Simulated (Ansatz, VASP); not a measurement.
N in VASP and in Ansatz

File INCAR:

```
ALGO = Normal
EDIFF = 1E-6
ENCUT = 520
GGA_COMPAT = F
ISIF = 2
ISMEAR = 0
LASPH = T
LCHARG = F
LREAL = F
LWAVE = F
NBANDS = 12
NELM = 120
NELMDL = -8
PREC = Accurate
SIGMA = 0.01
```

KPOINTS

```
k-points
0
Gamma
  1 1 1
```

File POSCAR:

```
N
1.0
   12.0000000000      0.0000000000      0.0000000000
    0.0000000000     12.2000000000      0.0000000000
    0.0000000000      0.0000000000     12.4000000000
N
2
Direct
    0.5000000000      0.5000000000      0.4559186023
    0.5000000000      0.5000000000      0.5440813977
```

Input for Ansatz:

```yaml
crystal:
  lattice:
    - [12.0, 0.0, 0.0]
    - [0.0, 12.2, 0.0]
    - [0.0, 0.0, 12.4]
  atoms:
    - { symbol: "N", position: [0.5, 0.5, 0.4559186023] }
    - { symbol: "N", position: [0.5, 0.5, 0.5440813977] }
basis:
  ecutwfc: 420
  ecutrho_ratio: 4
kpoints:
  mp_grid: { grid: [1, 1, 1] }
hamiltonian:
  xc: lda
scf:
  occupations: { method: gaussian, width: 0.01 }
output:
  forces: true
  stress: true
  eigenvalues: true
  populations: true
  dos: { projected: true, de: 0.02 }
  bader: true
```

Alike in both runs: task single point; functional LDA; k mesh 1 × 1 × 1; occupations gaussian, width 0.01 eV; no spin polarisation.

|  | VASP | Ansatz |
| --- | --- | --- |
| version | VASP 6.6.1 | Ansatz 0.2.0 |
| potentials or method | VASP PAW LDA potentials, release 64 (N), cutoff 520 eV | scalar-relativistic, plane waves, PAW |
| valence electrons in the cell | 10 | 10 |

|  | VASP | Ansatz | Ansatz less VASP |
| --- | --- | --- | --- |
| gap on the k mesh at the Fermi level (eV) | 8.21 | 8.25 | +0.046 |
| rms of the force components (eV/Å) | 0.889 | 0.002 | -0.8869 |

LDA's correlation is that of Perdew and Zunger in VASP and of Perdew and Wang (1992) in Ansatz. Atom by atom the forces differ by 0.890 eV/Å (rms over components). One of these differences is far larger than is usual between the two programs; its cause wasn't traced.

Noted on VASP's run: the standard files for N, O and F lose accuracy on very short bonds.
